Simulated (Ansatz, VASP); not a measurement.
# Ge in VASP and in Ansatz

```
CELL_PARAMETERS angstrom
-2.49404 2.49404 1.39741
2.49404 -2.49404 1.39741
2.65494 2.65494 -1.39741
ATOMIC_POSITIONS crystal
Ge 0.25000 0.75000 0.50000
Ge 0.50000 0.50000 0.00000
```

Change from the starting cell: strain +0.0625 x Voigt [0, 0, 0, 0, 0, 1], atoms carried along.

Alike in both runs: task single point; functional PBEsol; k mesh 20 × 20 × 20; occupations gaussian, width 0.15 eV; no spin polarisation.

|  | VASP | Ansatz |
| --- | --- | --- |
| version | VASP 6.6.1 | Ansatz 0.2.0 |
| potentials or method | VASP PAW PBE potentials, release 64 (Ge_d), cutoff 520 eV | scalar-relativistic, plane waves, PAW |
| valence electrons in the cell | 28 | 28 |

|  | VASP | Ansatz | Ansatz less VASP |
| --- | --- | --- | --- |
| gap on the k mesh at the Fermi level (eV) | none | none | - |
| pressure (GPa) | -0.6 | -0.5 | +0.06 |
| traceless stress, the component that is largest in VASP (GPa) | -3.02 | -3.02 | +0.001 |

VASP's potentials were made for PBE, not for PBEsol. A gap of «none» marks a metal or a gap that the smearing closes.
